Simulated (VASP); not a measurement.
# SiC: single point with PBE

Crystal: SiC.

```
Si C
1.0
     2.95024    0.00000    0.00000
    -1.47512    2.55499    0.00000
     0.00000    0.00000    4.83448
Si C
2 2
Direct
  0.33333 0.66667 0.00457
  0.66667 0.33333 0.50457
  0.33333 0.66667 0.38043
  0.66667 0.33333 0.88043
```

| Property | Result |
| --- | --- |
| Program | VASP 6.6.1 |
| Task | single point |
| Functional | PBE |
| Potentials or basis | VASP PAW PBE potentials, release 64 (Si, C) |
| Cutoff | 600 eV |
| k mesh | 8 × 8 × 5 |
| Occupations | gaussian, width 0.01 eV |
| Spin | no spin polarisation |
| Dipole correction | no |
| Further INCAR settings | ALGO = Normal; EDIFF = 1e-06; NBANDS = 16 |

```yaml
Pressure: 39.7 GPa
Band_gap_on_the_k_mesh: 2.34 eV (least direct gap 4.21 eV)
```

Levels at points of the mesh, in eV from the valence-band top:
| k point | band 5 | band 6 | band 7 | band 8 | band 9 | band 10 | band 11 | band 12 |
| --- | --- | --- | --- | --- | --- | --- | --- | --- |
| (0.00, 0.00, 0.00) | -1.38 | -0.10 | 0.00 | 0.00 | 5.89 | 7.45 | 7.45 | 7.55 |
| (0.50, 0.00, 0.00) | -5.88 | -3.65 | -3.58 | -1.22 | 2.99 | 4.36 | 7.64 | 7.86 |

Wall time 18 s on 1 thread of Intel Xeon 8259CL (shared host), peak memory 0.16 GiB.

Caveat: the cell stands under pressure; an odd mesh through Γ misses points on the zone boundary, where band edges can lie. A hybrid or GW would open this gap; PBE tends to underestimate it.
